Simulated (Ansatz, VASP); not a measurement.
**In3Sb in VASP and in Ansatz**

The input INCAR:

```
SYSTEM = In3Sb
ALGO = Normal
EDIFF = 1E-6
ENCUT = 520
GGA = PS
ISIF = 2
ISMEAR = -1
LASPH = .True.
LCHARG = .False.
LREAL = .False.
LWAVE = .False.
NBANDS = 30
NELM = 60
PREC = Accurate
SIGMA = 0.05
```

KPOINTS

```
k-points
0
Gamma
  6 6 6
  0 0 0
```

Contents of POSCAR:

```
In3Sb
1.0
    4.9006135362      0.0000000000      0.0000000000
    0.0000000000      4.9006135362      0.0000000000
    0.0000000000      0.0000000000      4.9006135362
Sb In
1 3
Direct
    0.0000000000      0.0000000000      0.0000000000
    0.0000000000      0.5000000000      0.5000000000
    0.5000000000      0.0000000000      0.5000000000
    0.5000000000      0.5000000000      0.0000000000
```

Contents of input.yaml:

```yaml
crystal:
  lattice:
    - [4.9006135362, 0.0, 0.0]
    - [0.0, 4.9006135362, 0.0]
    - [0.0, 0.0, 4.9006135362]
  atoms:
    - { symbol: Sb, position: [0.0, 0.0, 0.0] }
    - { symbol: In, position: [0.0, 0.5, 0.5] }
    - { symbol: In, position: [0.5, 0.0, 0.5] }
    - { symbol: In, position: [0.5, 0.5, 0.0] }
kpoints:
  mp_grid: { grid: [6, 6, 6] }
scf:
  occupations: { method: fermi_dirac, width: 0.05 }
hamiltonian:
  xc: pbesol
  pseudopotentials: { kind: all_electron, lapw: { basis_error: 0.001 } }
output:
  forces: true
  stress: true
  eigenvalues: true
```

Change from the starting cell: volume scaled by 1.04.

Alike in both runs: task single point; functional PBEsol; k mesh 6 × 6 × 6; occupations fermi-dirac, width 0.05 eV; no spin polarisation.

|  | VASP | Ansatz |
| --- | --- | --- |
| version | VASP 6.6.1 | Ansatz 0.2.0 |
| potentials or method | VASP PAW PBE potentials, release 64 (Sb, In_d), cutoff 520 eV | all-electron LAPW, scalar-relativistic |

|  | VASP | Ansatz | Ansatz less VASP |
| --- | --- | --- | --- |
| gap on the k mesh at the Fermi level (eV) | none | none | - |
| pressure (GPa) | -3.8 | -3.7 | +0.02 |

VASP's potentials were made for PBE, not for PBEsol. A gap of «none» marks a metal or a gap that the smearing closes. Ansatz ran all-electron here, and VASP with PAW potentials.

Neither program's run includes spin-orbit coupling.
